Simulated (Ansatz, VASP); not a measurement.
## Two plane-wave programs on LiNbO3

```
Li Nb O
1.0
     3.89591    0.00000    0.00000
     0.00000    3.89591    0.00000
     0.00000    0.00000    4.13570
Li Nb O
1 1 3
Cartesian
  0.0000 0.0000 1.7952
  1.9480 1.9480 2.9140
  1.9480 0.0000 2.5369
  0.0000 1.9480 2.5369
  1.9480 1.9480 0.5563
```

Change from the starting cell: the structure that the rattled cubic perovskite type (Pm-3m, No. 221) fell into.

Alike in both runs: functional r2SCAN; k mesh 8 × 8 × 8; occupations gaussian, width 0.02 eV; no spin polarisation.

Ansatz relaxed the structure, and its values are those at the end. VASP's run is a single point on that final structure, the one shown.

|  | VASP | Ansatz |
| --- | --- | --- |
| version | VASP 6.6.1 | Ansatz 0.2.0 |
| potentials or method | VASP PAW PBE potentials, release 64 (Li_sv, Nb_sv, O), cutoff 520 eV | scalar-relativistic, plane waves, PAW |
| valence electrons in the cell | 34 | 34 |

|  | VASP | Ansatz | Ansatz less VASP |
| --- | --- | --- | --- |
| gap on the k mesh at the Fermi level (eV) | 2.42 | 2.44 | +0.023 |
| least direct gap on the mesh (eV) | 3.12 | 3.13 | +0.012 |
| rms of the force components (eV/Å) | 0.034 | 0.001 | -0.0333 |

VASP's potentials were made for PBE, not for r2SCAN. The functional is the same, so the differences come from potentials, cutoffs and numerics.

Noted on VASP's run: the cutoff is short for stress, so the pressure is rough.
